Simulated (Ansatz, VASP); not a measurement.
## AlN: VASP beside Ansatz

File INCAR:

```
SYSTEM = AlN
  ALGO = Normal
  EDIFF = 1E-7
  EDIFFG = -0.002
  ENCUT = 600
  GGA = PS
  GGA_COMPAT = .FALSE.
  IBRION = 2
  ISIF = 3
  ISMEAR = 0
  LASPH = .TRUE.
  LCHARG = .FALSE.
  LREAL = .FALSE.
  LWAVE = .FALSE.
  NELM = 120
  NELMIN = 4
  NSW = 100
  PREC = Accurate
  SIGMA = 0.02
```

The input KPOINTS:

```
k-points
0
G
  10 10 10
  0 0 0
```

Contents of POSCAR:

```
AlN
1.0
    0.0000000000      2.1839935596      2.1839935596
    2.1839935596      0.0000000000      2.1839935596
    2.1839935596      2.1839935596      0.0000000000
Al N
1 1
Direct
    0.0000000000      0.0000000000      0.0000000000
    0.7500000000      0.7500000000      0.7500000000
```

Input for Ansatz:

```yaml
crystal:
  lattice:
    - [0.0, 2.1839935596, 2.1839935596]
    - [2.1839935596, 0.0, 2.1839935596]
    - [2.1839935596, 2.1839935596, 0.0]
  atoms:
    - { symbol: Al, position: [0.0, 0.0, 0.0] }
    - { symbol: "N", position: [0.75, 0.75, 0.75] }
basis:
  ecutwfc: 420
kpoints:
  mp_grid: { grid: [10, 10, 10] }
hamiltonian:
  xc: pbesol
scf:
  occupations: { method: gaussian, width: 0.02 }
output:
  forces: true
  stress: true
  eigenvalues: true
relax:
  adjacent_minimum: "off"
  f_tol: 0.002
  max_steps: 80
  cell: { stress_tol: 0.02 }
```

Alike in both runs: task relaxation of cell and atoms; functional PBEsol; k mesh 10 × 10 × 10; occupations gaussian, width 0.02 eV; no spin polarisation.

```csv
,VASP,Ansatz
version,VASP 6.6.1,Ansatz 0.2.0
potentials or method,"VASP PAW PBE potentials, release 64 (Al, N), cutoff 600 eV","scalar-relativistic, plane waves, PAW"
valence electrons in the cell,8,8
```

```tsv
	VASP	Ansatz	Ansatz less VASP
gap on the k mesh at the Fermi level, each at its own relaxed structure (eV)	3.18	3.19	+0.008
relaxed volume (Å³/atom)	10.48	10.49	+0.008
relaxed cell length with the largest relative difference (Å)	3.095	3.095	+0.0008
```

VASP's potentials were made for PBE, not for PBEsol.
